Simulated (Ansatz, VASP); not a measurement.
Two plane-wave programs on SiC

Contents of INCAR:

```
PREC = Accurate ; ENCUT = 520
EDIFF = 1E-6 ; ISMEAR = 0
SIGMA = 0.1 ; LREAL = F
LASPH = T ; NELM = 150
ALGO = Normal ; ISIF = 2
LWAVE = F ; LCHARG = F
ISPIN = 2 ; MAGMOM = 0 1
LORBIT = 11 ; GGA = PE
NBANDS = 15
```

The input KPOINTS:

```
Automatic mesh
0
Gamma
  6 6 6
```

POSCAR

```
SiC
1.0
    2.7864180400      0.0000000000      0.0000000000
    0.0000000000      2.7864180400      0.0000000000
    0.0000000000      0.0000000000      2.7864180400
Si C
1 1
Direct
    0.5000000000      0.5000000000      0.5000000000
    0.0000000000      0.0000000000      0.0000000000
```

Input for Ansatz:

```yaml
crystal:
  lattice:
    - [2.78641804, 0.0, 0.0]
    - [0.0, 2.78641804, 0.0]
    - [0.0, 0.0, 2.78641804]
  atoms:
    - { symbol: Si, position: [0.5, 0.5, 0.5] }
    - { symbol: C, position: [0.0, 0.0, 0.0], spin: 1.0 }
basis:
  ecutwfc: 420
kpoints:
  mp_grid: { grid: [6, 6, 6] }
hamiltonian:
  xc: pbe
scf:
  occupations: { method: gaussian, width: 0.1 }
  lower_state_search: "off"
output:
  forces: true
  stress: true
  eigenvalues: true
  populations: true
magnetization:
  spin_polarized: true
```

Alike in both runs: task single point; functional PBE; k mesh 6 × 6 × 6; occupations gaussian, width 0.1 eV; collinear spin.

|  | VASP | Ansatz |
| --- | --- | --- |
| version | VASP 6.6.1 | Ansatz 0.2.0 |
| potentials or method | VASP PAW PBE potentials, release 64 (Si, C), cutoff 520 eV | scalar-relativistic, plane waves, PAW |
| valence electrons in the cell | 8 | 8 |

```csv
,VASP,Ansatz,Ansatz less VASP
gap on the k mesh at the Fermi level (eV),none,none,-
pressure (GPa),-19.5,-19.6,-0.09
net moment per atom (μB),0.00,0.00,-0.001
```

A gap of «none» marks a metal or a gap that the smearing closes. Ansatz's warnings: seeded moment not kept.

The k mesh is coarse, so the values compare programs but aren't converged.
